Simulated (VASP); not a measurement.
A run of VASP 6.6.1:

Contents of INCAR:

```
SYSTEM = Na
  PREC = Accurate
  ENCUT = 600
  EDIFF = 1E-6
  ISMEAR = -1
  SIGMA = 0.05
  LREAL = .False.
  LASPH = .True.
  NELM = 80
  ALGO = Fast
  ISIF = 3
  LWAVE = .False.
  LCHARG = .False.
  GGA = PE
  IBRION = 2
  NSW = 60
  EDIFFG = -0.01
  PSTRESS = 20.0
```

File KPOINTS:

```
regular mesh
0
Gamma
  9 9 9
  0 0 0
```

Contents of POSCAR:

```
Na
1.0
   -2.1410000000      2.1410000000      2.1410000000
    2.1410000000     -2.1410000000      2.1410000000
    2.1410000000      2.1410000000     -2.1410000000
Na
1
Direct
    0.0000000000      0.0000000000      0.0000000000
```

Potentials or basis: VASP PAW PBE potentials, release 64 (Na_pv).

Launch:

```bash
$ cat potpaw_PBE.64/Na_pv/POTCAR > POTCAR
$ mpirun -np 1 vasp_std > vasp.out
```

Hardware: 1 thread of Intel Xeon 8259CL, with other jobs on the host.

Question: How long does it take, and how much memory?

Answer: Run time: 98 s on 1 thread of Intel Xeon 8259CL (shared host), peak memory 0.16 GiB. Counts: scf iterations 62, k points 35, ion steps 8.
